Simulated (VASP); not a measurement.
AlNi: single point with PBE

AlNi:

```
CELL_PARAMETERS angstrom
0.00000 -2.89272 0.00000
0.00000 0.00000 -2.89272
9.37817 -0.24106 -0.24106
ATOMIC_POSITIONS crystal
Al 0.94217 0.94217 0.69402
Al 0.99357 0.99357 0.07711
Al 0.96787 0.96787 0.38557
Ni 0.42931 0.42931 0.84825
Ni 0.48072 0.48072 0.23134
Ni 0.45502 0.45502 0.53979
```

```yaml
Program: VASP 6.6.1
Task: single point
Functional: PBE
Potentials_or_basis: VASP PAW PBE potentials, release 64 (Al, Ni)
Cutoff: 520 eV
k_mesh: 15 × 15 × 5
Occupations: gaussian, width 0.15 eV
Spin: no spin polarisation
```

```json
{
  "Pressure": "-5.8 GPa",
  "Largest force": "1.214 eV/Å",
  "Band gap on the k mesh": "zero (an odd number of electrons rules out a gap without spin polarisation)"
}
```

Forces on the atoms (eV/Å):
```
Al   0.594 -0.039 -0.039
Al  -1.211  0.054  0.054
Al   0.030  0.009  0.009
Ni   0.707 -0.009 -0.009
Ni  -0.058 -0.005 -0.005
Ni  -0.061 -0.009 -0.009
```

Stress tensor (GPa, compression positive):
```
-7.51  0.55  0.55
 0.55 -5.01  0.17
 0.55  0.17 -5.01
```

Levels at points of the mesh, in eV from the Fermi level:
```csv
k point,band 15,band 16,band 17,band 18,band 19,band 20,band 21,band 22,band 23,band 24
"(0.00, 0.00, 0.00)",-1.49,-1.28,-1.24,-1.05,-0.88,-0.23,3.99,5.81,5.81,6.77
```

Run time: 5.3 min on 1 thread of Intel(R) Xeon(R) 6975P-C (Granite Rapids), on a shared host, peak memory 0.6 GiB.

Caveat: the cell stands under tension; forces of over 1 eV/Å act on the atoms, so gaps and moduli don't describe the material at rest. Spin polarisation is off, so any magnetic state and its effect on volume and gap are missing.
